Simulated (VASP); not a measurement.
The system is CaSe.

```
Ca Se
1.0
     3.63862    0.03473    0.03473
     0.03473    3.63862    0.03473
     0.03473    0.03473    3.63862
Ca Se
1 1
Direct
  0.00000 0.00000 0.00000
  0.50000 0.50000 0.50000
```

This cell differs from its parent crystal: epitaxial 111 strain -0.9%.

Base run:

* Program: VASP 6.6.1
* Functional: r2SCAN
* Potentials or basis: VASP PAW PBE potentials, release 64 (Ca_sv, Se)
* Cutoff: 520 eV
* k mesh: 8 × 8 × 8
* Occupations: gaussian, width 0.01 eV
* Spin: no spin polarisation

Its results: band gap on the k mesh 1.26 eV; pressure 0.1 GPa.

Task: The run is repeated on the same cell with these changes: functional from r2SCAN to PBE; occupations from gaussian, width 0.01 eV to fermi-dirac, width 0.02 eV. What comes out?

Result: Band gap on the k mesh 0.77 eV; pressure 0.7 GPa.

Caveats: the structure was generated, so it needn't be the stable form of CaSe; the PAW data sets were made with another functional, which shifts forces and pressure a little (at least some runs); semilocal functionals underestimate gaps, and a narrow one can read as zero (at least some runs).

A k mesh can miss the band edges.
